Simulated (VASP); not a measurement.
# BeS (I4/mmm) in VASP: settings compared

The runs below take BeS through single point, with r2SCAN, HSE06.

Program: VASP 6.6.1. These are calculated values, not measurements. Logs are shortened: lines on timing, memory, paths and dates and some standing lists are left out, and cuts for length are marked.

## 1. The cell of the first run

The structure is tetragonal, space group I4/mmm (No. 139). Conventional cell: a = 3.289 Å, b = 3.289 Å, c = 4.619 Å, α = 90.00°, β = 90.00°, γ = 90.00°. Be (site symmetry 4/mmm) has 6 S at 2.31 to 2.33 Å within 3.1 Å. S (site symmetry 4/mmm) has 6 Be at 2.31 to 2.33 Å within 3.1 Å.

## 2. Single point, r2SCAN (epitaxial xy strain +0.4%)

The input, POSCAR:

```
BeS
1.0
    0.0000000000      2.3258712109      2.3093480371
    2.3258712109      0.0000000000      2.3093480371
    2.3258712109      2.3258712109      0.0000000000
Be S
1 1
Direct
    0.0000000000      0.0000000000      0.0000000000
    0.5000000000      0.5000000000      0.5000000000
```

The input, INCAR.step1:

```
SYSTEM = BeS
  PREC = Accurate
  ENCUT = 520
  ISMEAR = 0
  SIGMA = 0.01
  LREAL = .FALSE.
  LASPH = .TRUE.
  NELM = 60
  NBANDS = 11
  GGA = PE
  ALGO = Normal
  EDIFF = 1E-4
  LWAVE = .TRUE.
  LCHARG = .FALSE.
```

The input, INCAR.step2:

```
SYSTEM = BeS
  PREC = Accurate
  ENCUT = 520
  EDIFF = 1E-6
  ISMEAR = 0
  SIGMA = 0.01
  LREAL = .FALSE.
  LASPH = .TRUE.
  NELM = 60
  ALGO = Normal
  ISIF = 2
  LWAVE = .FALSE.
  LCHARG = .FALSE.
  METAGGA = R2SCAN
  LMIXTAU = .TRUE.
  NBANDS = 11
  ISTART = 1
```

The input, KPOINTS:

```
Automatic mesh
0
G
  10 10 10
  0 0 0
```

Potentials or basis: VASP PAW PBE potentials, release 64 (Be, S).

The run is started by

```
$ cat potpaw_PBE.64/Be/POTCAR potpaw_PBE.64/S/POTCAR > POTCAR
$ cp INCAR.step1 INCAR
$ mpirun -np 1 vasp_std > vasp.out
$ cp INCAR.step2 INCAR
$ mpirun -np 1 vasp_std > vasp.out
```

OUTCAR:

```text
SYSTEM = BeS
   PREC = Accurate
   ENCUT = 520
   EDIFF = 1E-6
   ISMEAR = 0
   LREAL = .FALSE.
   LASPH = .TRUE.
   NELM = 60
   ISIF = 2
   METAGGA = R2SCAN
   ISTART = 1

 ion  position               nearest neighbor table
   1  0.000  0.000  0.000-   2 2.31   2 2.31   2 2.33   2 2.33   2 2.33   2 2.33
   2  0.500  0.500  0.500-   1 2.31   1 2.31   1 2.33   1 2.33   1 2.33   1 2.33

  LATTYP: Found a body centered tetragonal cell.
 ALAT       =     3.2892786108
 C/A-ratio  =     1.4041668769

  Lattice vectors:

 A1 = (   0.0000000000,  -2.3258712109,  -2.3093480371)
 A2 = (   0.0000000000,   2.3258712109,  -2.3093480371)
 A3 = (   2.3258712109,   0.0000000000,   2.3093480371)

Analysis of symmetry for initial positions (statically):
=====================================================================
 Subroutine PRICEL returns:
 Original cell was already a primitive cell.

 Routine SETGRP: Setting up the symmetry group for a
 body centered tetragonal supercell.

 Subroutine GETGRP returns: Found 16 space group operations
 (whereof 16 operations were pure point group operations)
 out of a pool of 16 trial point group operations.

The static configuration has the point symmetry D_4h.

Analysis of symmetry for dynamics (positions and initial velocities):
=====================================================================
 Subroutine PRICEL returns:
 Original cell was already a primitive cell.

 Routine SETGRP: Setting up the symmetry group for a
 body centered tetragonal supercell.

 Subroutine GETGRP returns: Found 16 space group operations
 (whereof 16 operations were pure point group operations)
 out of a pool of 16 trial point group operations.

The dynamic configuration has the point symmetry D_4h.

 Subroutine INISYM returns: Found 16 space group operations
 (whereof 16 operations are pure point group operations),
 and found     1 'primitive' translations

----------------------------------------------------------------------------------------

                                     Primitive cell

  volume of cell :      24.9857

  direct lattice vectors                    reciprocal lattice vectors
     0.000000000  2.325871211  2.309348037    -0.214973210  0.214973210  0.216511324
     2.325871211  0.000000000  2.309348037     0.214973210 -0.214973210  0.216511324
     2.325871211  2.325871211  0.000000000     0.214973210  0.214973210 -0.216511324

  length of vectors
     3.277615787  3.277615787  3.289278611     0.373234665  0.373234665  0.373234665

  position of ions in fractional coordinates (direct lattice)
     0.000000000  0.000000000  0.000000000
     0.500000000  0.500000000  0.500000000

  ion indices of the primitive-cell ions
   primitive index   ion index
                 1           1
                 2           2

----------------------------------------------------------------------------------------

 KPOINTS: Automatic mesh

Automatic generation of k-mesh.
 Grid dimensions read from file:
 generate k-points for:   10   10   10

 Generating k-lattice:

  Cartesian coordinates                     Fractional coordinates (reciprocal lattice)
    -0.021497321  0.021497321  0.021651132     0.100000000 -0.000000000  0.000000000
     0.021497321 -0.021497321  0.021651132    -0.000000000  0.100000000  0.000000000
     0.021497321  0.021497321 -0.021651132     0.000000000  0.000000000  0.100000000

  Length of vectors
     0.037323466  0.037323466  0.037323466

  Shift w.r.t. Gamma in fractional coordinates (k-lattice)
     0.000000000  0.000000000  0.000000000

 Subroutine IBZKPT returns following result:
 ===========================================

 Found    102 irreducible k-points:

 Following reciprocal coordinates:
            Coordinates               Weight
  0.000000  0.000000  0.000000      1.000000
  0.100000 -0.000000  0.000000      8.000000
  0.200000 -0.000000  0.000000      8.000000
  0.300000  0.000000  0.000000      8.000000
  0.400000 -0.000000  0.000000      8.000000
  0.500000  0.000000  0.000000      4.000000
[... 16 lines left out ...]
  0.300000  0.300000  0.000000      2.000000
  0.400000  0.300000  0.000000      8.000000
 [... further k-points ...]
   k-points           NKPTS =    102   k-points in BZ     NKDIM =    102   number of bands    NBANDS=     11
   number of dos      NEDOS =    301   number of ions     NIONS =      2
   total plane-waves  NPLWV =  13824
   dimension x,y,z NGX =    24 NGY =   24 NGZ =   24
   dimension x,y,z NGXF=    48 NGYF=   48 NGZF=   48
   ions per type =               1   1
   NGX,Y,Z   is equivalent  to a cutoff of  12.17, 12.17, 12.13 a.u.
   NGXF,Y,Z  is equivalent  to a cutoff of  24.35, 24.35, 24.26 a.u.
 SYSTEM =  BeS
   PREC   = accura    normal or accurate (medium, high low for compatibility)
   ISTART =      1    job   : 0-new  1-cont  2-samecut
   ICHARG =      0    charge: 1-file 2-atom 10-const
   ISPIN  =      1    spin polarized calculation?
   LNONCOLLINEAR =      F non collinear calculations
   LSORBIT =      F    spin-orbit coupling
   LASPH  =      T    aspherical Exc in radial PAW
   ENCUT  =  520.0 eV  38.22 Ry    6.18 a.u.   6.09  6.09  6.12*2*pi/ulx,y,z
   NELM   =     60;   NELMIN=  2; NELMDL=  0     # of ELM steps
   EDIFF  = 0.1E-05   stopping-criterion for ELM
   LREAL  =      F    real-space projection
   EDIFFG = 0.1E-04   stopping-criterion for IOM
   NSW    =      0    number of steps for IOM
   IBRION =     -1    ionic relax: 0-MD 1-quasi-New 2-CG
   NFREE  =      0    steps in history (QN), initial steepest desc. (CG)
   ISIF   =      2    stress and relaxation
   ISYM   =      2    0-nonsym 1-usesym 2-fastsym
   POTIM  = 0.5000    time-step for ionic-motion
   TEBEG  =    0.0;   TEEND  =   0.0 temperature during run
   PSTRESS=    0.0 pullay stress
   NELECT =       8.0000    total number of electrons
   NUPDOWN=      -1.0000    fix difference up-down
   EMIN   =  10.00;   EMAX   =-10.00  energy-range for DOS
   EFERMI =   0.00;   METHOD = LEGACY
   ISMEAR =     0;   SIGMA  =   0.01  broadening in eV -4-tet -1-fermi 0-gaus
   EFERMI_NEDOS =   21; number of points for ismear=-14 and -15
   IALGO  =     38    algorithm
   IMIX   =      4    mixing-type and parameters
     AMIX     =   0.40;   BMIX     =  1.00
     AMIX_MAG =   1.60;   BMIX_MAG =  1.00
  volume/ion in A,a.u.               =      12.49        84.31
  Fermi-wavevector in a.u.,A,eV,Ry     =   1.119974  2.116444 17.066354  1.254342
  Thomas-Fermi vector in A             =   2.256617
   LORBIT       =      0    0 simple, 1 ext, 2 COOP (PROOUT), +10 PAW based schemes
   METAGGA = R2SCAN    functional components
   LHFCALC =     F    Hartree Fock is set to
   AEXX    =    0.0000 exact exchange contribution
   IVDW    =     0    specifies the selected vdW correction
   LEPSILON=     F    determine dielectric tensor
   LRPA    =     F    only Hartree local field effects (RPA)
 non-spin polarized calculation
 Gauss-broadening in eV      SIGMA  =   0.01
  energy-cutoff  :      520.00
  volume of cell :       24.99
 maximum number of plane-waves:       692
   NGX = 13   NGY = 13   NGZ = 13

 number of electron       7.9999998 magnetization

 Free energy of the ion-electron system (eV)
  ---------------------------------------------------
  ext. energy  EPLUGINS =         0.00000000
  ---------------------------------------------------
  free energy    TOTEN  =       -13.55181255 eV

  energy without entropy =      -13.55181255  energy(sigma->0) =      -13.55181255

 E-fermi :   6.4373     XC(G=0): -11.0728

 val. band max:        6.3459893508   @ k =  -0.2000   0.1000   0.0000
 cond. band min:       7.6781620338   @ k =   0.5000   0.5000   0.0000
 fundamental gap:      1.3321726830
 Fermi energy:         6.4373255948

 k-point     1 :       0.0000    0.0000    0.0000
  band No.  band energies     occupation
      1      -9.3209      2.00000
      2       6.0623      2.00000
      3       6.1507      2.00000
      4       6.1507      2.00000
      5      12.5445      0.00000
      6      15.7503      0.00000
      7      15.7503      0.00000
      8      15.8412      0.00000
      9      16.9421      0.00000
     10      16.9421      0.00000
     11      17.1961      0.00000

 k-point     2 :       0.1000   -0.0000    0.0000
  band No.  band energies     occupation
      1      -9.1668      2.00000
      2       5.1869      2.00000
      3       6.0522      2.00000
      4       6.0988      2.00000
      5      12.9344      0.00000
      6      15.2438      0.00000
      7      15.3588      0.00000
      8      15.4726      0.00000
      9      16.3736      0.00000
     10      16.4261      0.00000
     11      17.4243      0.00000

 k-point     3 :       0.2000   -0.0000    0.0000
  band No.  band energies     occupation
      1      -8.7208      2.00000
      2       3.2549      2.00000
      3       5.9637      2.00000
      4       5.9859      2.00000
      5      12.6524      0.00000
      6      13.4965      0.00000
      7      13.6065      0.00000
      8      16.3018      0.00000
      9      17.4738      0.00000
     10      17.4884      0.00000
     11      17.9038      0.00000

 k-point     4 :       0.3000    0.0000    0.0000
  band No.  band energies     occupation
      1      -8.0475      2.00000
      2       1.2393      2.00000
      3       5.8891      2.00000
      4       5.8974      2.00000
      5      11.9120      0.00000
      6      12.0820      0.00000
      7      12.1742      0.00000
      8      17.2667      0.00000
      9      19.1287      0.00000
     10      19.2288      0.00000
     11      19.2465      0.00000
[... 239 lines left out ...]
 k-point    22 :      -0.2000    0.2000    0.0000
  band No.  band energies     occupation
      1      -7.8128      2.00000
      2       1.8731      2.00000
      3       3.2393      2.00000
      4       6.1816      2.00000
      5      11.7181      0.00000
      6      11.7272      0.00000
      7      15.4623      0.00000
      8      15.5082      0.00000
      9      17.8686      0.00000
     10      19.5430      0.00000
     11      22.9036      0.00000

 k-point    23 :       0.3000    0.3000    0.0000
  band No.  band energies     occupation
      1      -7.5528      2.00000
      2       2.1857      2.00000
      3       3.9349      2.00000
      4       3.9349      2.00000
      5       9.0893      0.00000
      6      12.2855      0.00000
      7      17.5864      0.00000
      8      17.5864      0.00000
      9      17.7258      0.00000
     10      20.8555      0.00000
     11      23.2784      0.00000

 k-point    24 :       0.4000    0.3000    0.0000
  band No.  band energies     occupation
      1      -6.9462      2.00000
      2       1.0764      2.00000
      3       3.3108      2.00000
      4       3.7004      2.00000
      5       8.7583      0.00000
      6      12.3794      0.00000
      7      16.9591      0.00000
      8      17.4642      0.00000
      9      19.3265      0.00000
     10      22.6935      0.00000
     11      24.5782      0.00000

 [... further k-points ...]
[... 5 lines left out ...]
  --------------------------------------------------------------------------------------
  -------------------------------------------------------------------------------------
  Total       -0.1217063     -0.1217063     -0.0221200      0.0000000      0.0000000      0.0000000
  in kB       -7.8042834     -7.8042834     -1.4184217      0.0000000      0.0000000      0.0000000
  external PRESSURE =      -5.6756629 kB  Pullay stress =       0.0000000 kB

 VOLUME and BASIS-vectors are now :
 -----------------------------------------------------------------------------
  energy-cutoff  :      520.00
  volume of cell :       24.99
      direct lattice vectors                 reciprocal lattice vectors
     0.000000000  2.325871211  2.309348037    -0.214973210  0.214973210  0.216511324
     2.325871211  0.000000000  2.309348037     0.214973210 -0.214973210  0.216511324
     2.325871211  2.325871211  0.000000000     0.214973210  0.214973210 -0.216511324

 POSITION                                       TOTAL-FORCE (eV/Angst)
 -----------------------------------------------------------------------------------
      0.00000      0.00000      0.00000         0.000000     -0.000000      0.000000
      2.32587      2.32587      2.30935        -0.000000      0.000000      0.000000
 -----------------------------------------------------------------------------------
    total drift:                               -0.000000     -0.000000      0.000000

  FREE ENERGIE OF THE ION-ELECTRON SYSTEM (eV)
  ---------------------------------------------------
  free  energy   TOTEN  =       -13.5518125477 eV

  energy  without entropy=      -13.5518125477  energy(sigma->0) =      -13.55181255
```

Wall time 45 s (1 thread of Intel Xeon Platinum 8375C at 2.90GHz (Ice Lake), shared host); peak memory 0.15 GiB.

What came out:

```yaml
Free_energy: -13.5518 eV
Pressure: -0.6 GPa
Band_gap_on_the_k_mesh: 1.33 eV, indirect (least direct gap 4.53 eV)
```

Stress tensor (GPa, compression positive):
```
-0.78  0.00  0.00
 0.00 -0.78  0.00
 0.00  0.00 -0.14
```

Caveat: the cell differs from its parent crystal (epitaxial xy strain +0.4%); the PAW data sets were made with another functional, which shifts forces and pressure a little. A k mesh can miss the band edges.

(Part 1 of 2 ends here.)
